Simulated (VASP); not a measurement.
Set up this calculation in VASP 6.6.1, as the native input.

* Task: single point
* Functional: r2SCAN
* Potentials or basis: VASP PAW PBE potentials, release 64 (Si, Ge_d)
* Cutoff: 520 eV
* k mesh: 12 × 12 × 4
* Occupations: gaussian, width 0.01 eV
* Spin: no spin polarisation
* Dipole correction: no
* Further INCAR settings: ALGO = Normal; EDIFF = 1e-06; NBANDS = 31

Si2Ge:

```
CELL_PARAMETERS angstrom
3.89694 0.00000 0.00000
-1.94847 3.37485 0.00000
0.00000 0.00000 9.54308
ATOMIC_POSITIONS crystal
Si 0.00000 0.00000 0.99657
Si 0.66667 0.33333 0.66991
Si 0.33333 0.66667 0.33347
Si 0.66667 0.33333 0.91655
Ge 0.33333 0.66667 0.58476
Ge 0.00000 0.00000 0.24874
```

One way to write it, as run:

POSCAR

```
Si2Ge
1.0
    3.8969368921      0.0000000000      0.0000000000
   -1.9484684460      3.3748463455      0.0000000000
    0.0000000000      0.0000000000      9.5430829703
Si Ge
4 2
Direct
    0.0000000000      0.0000000000     -0.0034274485
    0.6666666667      0.3333333333      0.6699078410
    0.3333333333      0.6666666667      0.3334685265
    0.6666666667      0.3333333333      0.9165511053
    0.3333333333      0.6666666667      0.5847586951
    0.0000000000      0.0000000000      0.2487412805
```

INCAR.step1

```
PREC = Accurate ; ENCUT = 520
ISMEAR = 0 ; SIGMA = 0.01
LREAL = False ; LASPH = True
NELM = 100 ; NBANDS = 31
GGA = PE ; ALGO = Normal
EDIFF = 1E-4 ; LWAVE = True
LCHARG = False
```

INCAR.step2

```
PREC = Accurate ; ENCUT = 520
EDIFF = 1E-6 ; ISMEAR = 0
SIGMA = 0.01 ; LREAL = False
LASPH = True ; NELM = 100
ALGO = Normal ; ISIF = 2
LWAVE = False ; LCHARG = True
METAGGA = R2SCAN ; LMIXTAU = True
LELF = True ; LVHAR = True
NBANDS = 31 ; ISTART = 1
```

KPOINTS

```
Automatic mesh
0
Gamma
  12 12 4
```

Potentials or basis: VASP PAW PBE potentials, release 64 (Si, Ge_d).

Run with:

```bash
$ cat potpaw_PBE.64/Si/POTCAR potpaw_PBE.64/Ge_d/POTCAR > POTCAR
$ cp INCAR.step1 INCAR
$ mpirun -np 1 vasp_std > vasp.out
$ cp INCAR.step2 INCAR
$ mpirun -np 1 vasp_std > vasp.out
```

Results of the run:

```json
{"Pressure": "-0.1 GPa", "Largest force": "0.019 eV/Å", "Band gap on the k mesh": "0.78 eV (least direct gap 1.55 eV)"}
```

Caveat: semilocal functionals underestimate gaps, and a narrow one can read as zero; the PAW data sets were made with another functional, which shifts forces and pressure a little.

Run time: 20 min on 1 thread of Oxide Virtual Turin-like Processor, on a shared host, peak memory 0.37 GiB.
